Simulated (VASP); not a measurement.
# Cs (Im-3m) in VASP: notebook

The runs below take Cs through single point, with PBE.

Program: VASP 6.6.1. These are calculated values, not measurements. Logs are shortened: lines on timing, memory, paths and dates and some standing lists are left out, and cuts for length are marked.

### 1 The cell of the first run

Symmetry: Im-3m, No. 229, cubic system. Conventional cell: a = 6.154 Å, b = 6.154 Å, c = 6.154 Å, α = 90.00°, β = 90.00°, γ = 90.00°.

### 2 Single point, PBE

INCAR reads:

```
PREC = Accurate
ENCUT = 520
EDIFF = 1E-6
ISMEAR = 0
SIGMA = 0.03
LREAL = False
LASPH = True
NELM = 60
ALGO = Normal
ISIF = 2
LWAVE = False
LCHARG = False
GGA = PE
NBANDS = 10
```

KPOINTS reads:

```
regular mesh
0
Gamma
  7 7 7
```

POSCAR reads:

```
Cs
1.0
   -3.0771709509      3.0771709509      3.0771709509
    3.0771709509     -3.0771709509      3.0771709509
    3.0771709509      3.0771709509     -3.0771709509
Cs
1
Direct
    0.0000000000      0.0000000000      0.0000000000
```

Potentials or basis: VASP PAW PBE potentials, release 64 (Cs_sv).

Launch:

```
$ cat potpaw_PBE.64/Cs_sv/POTCAR > POTCAR
$ mpirun -np 1 vasp_std > vasp.out
```

OUTCAR:

```text
PREC = Accurate
   ENCUT = 520
   EDIFF = 1E-6
   ISMEAR = 0
   LREAL = False
   LASPH = True
   NELM = 60
   ISIF = 2
   GGA = PE

 ion  position               nearest neighbor table
   1  0.000  0.000  0.000-

  LATTYP: Found a body centered cubic cell.
 ALAT       =     6.1543419018

  Lattice vectors:

 A1 = (  -3.0771709509,   3.0771709509,   3.0771709509)
 A2 = (   3.0771709509,  -3.0771709509,   3.0771709509)
 A3 = (   3.0771709509,   3.0771709509,  -3.0771709509)

Analysis of symmetry for initial positions (statically):
=====================================================================
 Subroutine PRICEL returns:
 Original cell was already a primitive cell.

 Routine SETGRP: Setting up the symmetry group for a
 body centered cubic supercell.

 Subroutine GETGRP returns: Found 48 space group operations
 (whereof 48 operations were pure point group operations)
 out of a pool of 48 trial point group operations.

The static configuration has the point symmetry O_h .

Analysis of symmetry for dynamics (positions and initial velocities):
=====================================================================
 Subroutine PRICEL returns:
 Original cell was already a primitive cell.

 Routine SETGRP: Setting up the symmetry group for a
 body centered cubic supercell.

 Subroutine GETGRP returns: Found 48 space group operations
 (whereof 48 operations were pure point group operations)
 out of a pool of 48 trial point group operations.

The dynamic configuration has the point symmetry O_h .

 Subroutine INISYM returns: Found 48 space group operations
 (whereof 48 operations are pure point group operations),
 and found     1 'primitive' translations

----------------------------------------------------------------------------------------

                                     Primitive cell

  volume of cell :     116.5507

  direct lattice vectors                    reciprocal lattice vectors
    -3.077170951  3.077170951  3.077170951     0.000000000  0.162486910  0.162486910
     3.077170951 -3.077170951  3.077170951     0.162486910  0.000000000  0.162486910
     3.077170951  3.077170951 -3.077170951     0.162486910  0.162486910  0.000000000

  length of vectors
     5.329816431  5.329816431  5.329816431     0.229791192  0.229791192  0.229791192

  position of ions in fractional coordinates (direct lattice)
     0.000000000  0.000000000  0.000000000

  ion indices of the primitive-cell ions
   primitive index   ion index
                 1           1

----------------------------------------------------------------------------------------

 KPOINTS: regular mesh

Automatic generation of k-mesh.
 Grid dimensions read from file:
 generate k-points for:    7    7    7

 Generating k-lattice:

  Cartesian coordinates                     Fractional coordinates (reciprocal lattice)
     0.000000000  0.023212416  0.023212416     0.142857143  0.000000000  0.000000000
     0.023212416  0.000000000  0.023212416     0.000000000  0.142857143  0.000000000
     0.023212416  0.023212416  0.000000000     0.000000000  0.000000000  0.142857143

  Length of vectors
     0.032827313  0.032827313  0.032827313

  Shift w.r.t. Gamma in fractional coordinates (k-lattice)
     0.000000000  0.000000000  0.000000000

 Subroutine IBZKPT returns following result:
 ===========================================

 Found     20 irreducible k-points:

 Following reciprocal coordinates:
            Coordinates               Weight
  0.000000  0.000000  0.000000      1.000000
  0.142857  0.000000  0.000000     12.000000
  0.285714  0.000000  0.000000     12.000000
  0.428571  0.000000  0.000000     12.000000
  0.142857  0.142857  0.000000     24.000000
  0.285714  0.142857  0.000000     48.000000
[... 12 lines left out ...]
 -0.428571 -0.428571  0.285714      8.000000
 -0.428571  0.428571  0.428571      6.000000
   k-points           NKPTS =     20   k-points in BZ     NKDIM =     20   number of bands    NBANDS=     10
   number of dos      NEDOS =    301   number of ions     NIONS =      1
   total plane-waves  NPLWV =  64000
   dimension x,y,z NGX =    40 NGY =   40 NGZ =   40
   dimension x,y,z NGXF=    80 NGYF=   80 NGZF=   80
   ions per type =               1
   NGX,Y,Z   is equivalent  to a cutoff of  12.48, 12.48, 12.48 a.u.
   NGXF,Y,Z  is equivalent  to a cutoff of  24.95, 24.95, 24.95 a.u.
 SYSTEM =  unknown system
   PREC   = accura    normal or accurate (medium, high low for compatibility)
   ISTART =      0    job   : 0-new  1-cont  2-samecut
   ICHARG =      2    charge: 1-file 2-atom 10-const
   ISPIN  =      1    spin polarized calculation?
   LNONCOLLINEAR =      F non collinear calculations
   LSORBIT =      F    spin-orbit coupling
   LASPH  =      T    aspherical Exc in radial PAW
   ENCUT  =  520.0 eV  38.22 Ry    6.18 a.u.   9.91  9.91  9.91*2*pi/ulx,y,z
   NELM   =     60;   NELMIN=  2; NELMDL= -5     # of ELM steps
   EDIFF  = 0.1E-05   stopping-criterion for ELM
   LREAL  =      F    real-space projection
   EDIFFG = 0.1E-04   stopping-criterion for IOM
   NSW    =      0    number of steps for IOM
   IBRION =     -1    ionic relax: 0-MD 1-quasi-New 2-CG
   NFREE  =      0    steps in history (QN), initial steepest desc. (CG)
   ISIF   =      2    stress and relaxation
   ISYM   =      2    0-nonsym 1-usesym 2-fastsym
   POTIM  = 0.5000    time-step for ionic-motion
   TEBEG  =    0.0;   TEEND  =   0.0 temperature during run
   PSTRESS=    0.0 pullay stress
   NELECT =       9.0000    total number of electrons
   NUPDOWN=      -1.0000    fix difference up-down
   EMIN   =  10.00;   EMAX   =-10.00  energy-range for DOS
   EFERMI =   0.00;   METHOD = LEGACY
   ISMEAR =     0;   SIGMA  =   0.03  broadening in eV -4-tet -1-fermi 0-gaus
   EFERMI_NEDOS =   21; number of points for ismear=-14 and -15
   IALGO  =     38    algorithm
   IMIX   =      4    mixing-type and parameters
     AMIX     =   0.40;   BMIX     =  1.00
     AMIX_MAG =   1.60;   BMIX_MAG =  1.00
  volume/ion in A,a.u.               =     116.55       786.52
  Fermi-wavevector in a.u.,A,eV,Ry     =   0.697136  1.317396  6.612408  0.485998
  Thomas-Fermi vector in A             =   1.780379
   LORBIT       =      0    0 simple, 1 ext, 2 COOP (PROOUT), +10 PAW based schemes
   GGA     = PE    functional components
   LHFCALC =     F    Hartree Fock is set to
   AEXX    =    0.0000 exact exchange contribution
   IVDW    =     0    specifies the selected vdW correction
   LEPSILON=     F    determine dielectric tensor
   LRPA    =     F    only Hartree local field effects (RPA)
 non-spin polarized calculation
 Gauss-broadening in eV      SIGMA  =   0.03
  energy-cutoff  :      520.00
  volume of cell :      116.55
 maximum number of plane-waves:      3164
   NGX = 19   NGY = 19   NGZ = 19

 number of electron       9.0000002 magnetization

 Free energy of the ion-electron system (eV)
  ---------------------------------------------------
  ext. energy  EPLUGINS =         0.00000000
  ---------------------------------------------------
  free energy    TOTEN  =        -0.85216702 eV

  energy without entropy =       -0.85123760  energy(sigma->0) =       -0.85170231

 E-fermi :   0.4276     XC(G=0):  -5.3745

 val. band max:        0.4120336968   @ k =  -0.2857   0.4286   0.1429
 cond. band min:       0.4867902797   @ k =  -0.4286   0.4286   0.1429
 fundamental gap:      0.0747565829
 Fermi energy:         0.4275820097

 k-point     1 :       0.0000    0.0000    0.0000
  band No.  band energies     occupation
      1     -23.4470      2.00000
      2     -10.1919      2.00000
      3     -10.1919      2.00000
      4     -10.1919      2.00000
      5      -1.2448      2.00000
      6       2.9051      0.00000
      7       2.9051      0.00000
      8       2.9051      0.00000
      9       3.7511      0.00000
     10       3.7511      0.00000

 k-point     2 :       0.1429    0.0000    0.0000
  band No.  band energies     occupation
      1     -23.4458      2.00000
      2     -10.2174      2.00000
      3     -10.2002      2.00000
      4     -10.1920      2.00000
      5      -1.0250      2.00000
      6       2.6555      0.00000
      7       2.6862      0.00000
      8       3.1266      0.00000
      9       3.5338      0.00000
     10       3.7219      0.00000

 k-point     3 :       0.2857    0.0000    0.0000
  band No.  band energies     occupation
      1     -23.4432      2.00000
      2     -10.2731      2.00000
      3     -10.2187      2.00000
      4     -10.1920      2.00000
      5      -0.4309      2.00000
      6       1.9779      0.00000
      7       2.3209      0.00000
      8       3.6447      0.00000
      9       3.7704      0.00000
     10       3.7858      0.00000

 k-point     4 :       0.4286    0.0000    0.0000
  band No.  band energies     occupation
      1     -23.4411      2.00000
      2     -10.3165      2.00000
      3     -10.2334      2.00000
      4     -10.1921      2.00000
      5       0.2908      2.00000
      6       1.4062      0.00000
      7       2.0953      0.00000
      8       3.6311      0.00000
      9       4.0748      0.00000
     10       4.7547      0.00000
[... 170 lines left out ...]
 k-point    18 :      -0.4286    0.4286    0.2857
  band No.  band energies     occupation
      1     -23.4380      2.00000
      2     -10.2954      2.00000
      3     -10.2639      2.00000
      4     -10.2504      2.00000
      5       0.8746      0.00000
      6       1.3251      0.00000
      7       2.5057      0.00000
      8       2.7392      0.00000
      9       3.5292      0.00000
     10       4.5604      0.00000

 k-point    19 :      -0.4286   -0.4286    0.2857
  band No.  band energies     occupation
      1     -23.4371      2.00000
      2     -10.2873      2.00000
      3     -10.2873      2.00000
      4     -10.2544      2.00000
      5       1.1649      0.00000
      6       1.1649      0.00000
      7       2.2299      0.00000
      8       3.4011      0.00000
      9       3.4011      0.00000
     10       4.5696      0.00000

 k-point    20 :      -0.4286    0.4286    0.4286
  band No.  band energies     occupation
      1     -23.4363      2.00000
      2     -10.2849      2.00000
      3     -10.2806      2.00000
      4     -10.2806      2.00000
      5       1.0543      0.00000
      6       1.1517      0.00000
      7       3.0966      0.00000
      8       3.2114      0.00000
      9       3.2114      0.00000
     10       4.6584      0.00000

------------------------ aborting loop because EDIFF is reached ----------------------------------------

  FORCE on cell =-STRESS in cart. coord.  units (eV):
  Direction    XX          YY          ZZ          XY          YZ          ZX
  --------------------------------------------------------------------------------------
  -------------------------------------------------------------------------------------
  Total        0.0013573      0.0013573      0.0013573      0.0000000     -0.0000000     -0.0000000
  in kB        0.0186581      0.0186581      0.0186581      0.0000000     -0.0000000     -0.0000000
  external PRESSURE =       0.0186581 kB  Pullay stress =       0.0000000 kB

 VOLUME and BASIS-vectors are now :
 -----------------------------------------------------------------------------
  energy-cutoff  :      520.00
  volume of cell :      116.55
      direct lattice vectors                 reciprocal lattice vectors
    -3.077170951  3.077170951  3.077170951     0.000000000  0.162486910  0.162486910
     3.077170951 -3.077170951  3.077170951     0.162486910  0.000000000  0.162486910
     3.077170951  3.077170951 -3.077170951     0.162486910  0.162486910  0.000000000

 POSITION                                       TOTAL-FORCE (eV/Angst)
 -----------------------------------------------------------------------------------
      0.00000      0.00000      0.00000        -0.000000      0.000000     -0.000000
 -----------------------------------------------------------------------------------
    total drift:                                0.000000      0.000000     -0.000000

  FREE ENERGIE OF THE ION-ELECTRON SYSTEM (eV)
  ---------------------------------------------------
  free  energy   TOTEN  =        -0.8521670249 eV

  energy  without entropy=       -0.8512376050  energy(sigma->0) =       -0.85170231
```

Wall time 11 s (1 thread of AMD EPYC 9R14 (Zen 4), shared host); peak memory 0.2 GiB.

What came out:

- Free energy: -0.8522 eV
- Pressure: 0.0 GPa

Caveat: spin-orbit coupling is left out, which moves the levels of the heavy elements.

### 3 Single point, PBE

INCAR reads:

```
PREC = Accurate
ENCUT = 520
EDIFF = 1E-7
ISMEAR = 0
SIGMA = 0.1
LREAL = False
LASPH = True
NELM = 100
ALGO = Normal
ISIF = 2
LWAVE = False
LCHARG = False
GGA = PE
NBANDS = 10
```

KPOINTS is that of step 2.

POSCAR is that of step 2.

Potentials or basis: VASP PAW PBE potentials, release 64 (Cs_sv).

Launch:

```
$ cat potpaw_PBE.64/Cs_sv/POTCAR > POTCAR
$ mpirun -np 1 vasp_std > vasp.out
```

It took 12 s on 1 thread of AMD EPYC 9R14 (Zen 4), shared host; peak memory 0.2 GiB.

Results (log left out):

```
Free energy : -0.8559 eV
Pressure    : 0.0 GPa
```

Levels at points of the mesh, in eV from the Fermi level:
```
           k point  band 3  band 4  band 5  band 6  band 7  band 8
(0.00, 0.00, 0.00)  -10.62  -10.62   -1.67    2.48    2.48    2.48
```

Caveat: spin-orbit coupling is left out, which moves the levels of the heavy elements.

### 4 Single point, PBE

INCAR reads:

```
SYSTEM = Cs
PREC = Accurate ; ENCUT = 520
EDIFF = 1E-6 ; ISMEAR = 0
SIGMA = 0.2 ; LREAL = .FALSE.
LASPH = .TRUE. ; NELM = 80
ALGO = Normal ; ISIF = 2
LWAVE = .FALSE. ; LCHARG = .TRUE.
GGA = PE ; LELF = .TRUE.
LVHAR = .TRUE. ; NBANDS = 10
```

KPOINTS reads:

```
Automatic mesh
0
G
  7 7 7
  0 0 0
```

POSCAR is that of step 3.

Launch:

```
$ cat potpaw_PBE.64/Cs_sv/POTCAR > POTCAR
$ mpirun -np 1 vasp_std > vasp.out
```

It took 12 s on 1 thread of AMD EPYC 9R14 (Zen 4), shared host; peak memory 0.2 GiB.

It converged, with:

```yaml
Free_energy: -0.8652 eV
Pressure: 0.0 GPa
```

Levels at points of the mesh, in eV from the Fermi level:
| k point | band 3 | band 4 | band 5 | band 6 | band 7 | band 8 |
| --- | --- | --- | --- | --- | --- | --- |
| (0.00, 0.00, 0.00) | -10.61 | -10.61 | -1.66 | 2.49 | 2.49 | 2.49 |

Caveat: spin-orbit coupling is left out, which moves the levels of the heavy elements.

### 5 Single point, PBE

INCAR reads:

```
SYSTEM = Cs
PREC = Accurate ; ENCUT = 520
EDIFF = 1E-6 ; ISMEAR = 0
SIGMA = 0.3 ; LREAL = .False.
LASPH = .True. ; NELM = 100
ALGO = Normal ; ISIF = 2
LWAVE = .False. ; LCHARG = .False.
GGA = PE ; NBANDS = 10
```

KPOINTS reads:

```
regular mesh
0
Gamma
  7 7 7
  0 0 0
```

POSCAR is that of step 4.

Launch:

```
$ cat potpaw_PBE.64/Cs_sv/POTCAR > POTCAR
$ mpirun -np 1 vasp_std > vasp.out
```

It took 11 s on 1 thread of AMD EPYC 9R14 (Zen 4), shared host; peak memory 0.2 GiB.

Results (log left out):

```yaml
Free_energy: -0.8798 eV
Pressure: 0.0 GPa
```

Levels at points of the mesh, in eV from the Fermi level:
```
           k point  band 1  band 2  band 3  band 4  band 5  band 6  band 7  band 8
(0.00, 0.00, 0.00)  -23.85  -10.60  -10.60  -10.60   -1.65    2.50    2.50    2.50
```

Caveat: spin-orbit coupling is left out, which moves the levels of the heavy elements.

### 6 Summary

```tsv
smearing	gap on the mesh (eV)	pressure (GPa)
gaussian 0.03 eV	none	0.0
gaussian 0.1 eV	none	0.0
gaussian 0.2 eV	none	0.0
gaussian 0.3 eV	none	0.0
```

Alike in all rows: task single point; level PBE; potentials or basis VASP PAW PBE potentials, release 64 (Cs_sv); no spin polarisation; cell as given; k mesh 7 × 7 × 7; cutoff (eV) 520.

Every run on the cell as given and a fine mesh finds a metal.

Caveats: spin-orbit coupling is left out, which moves the levels of the heavy elements.

Absolute energies hang on the potentials; compare differences alone.
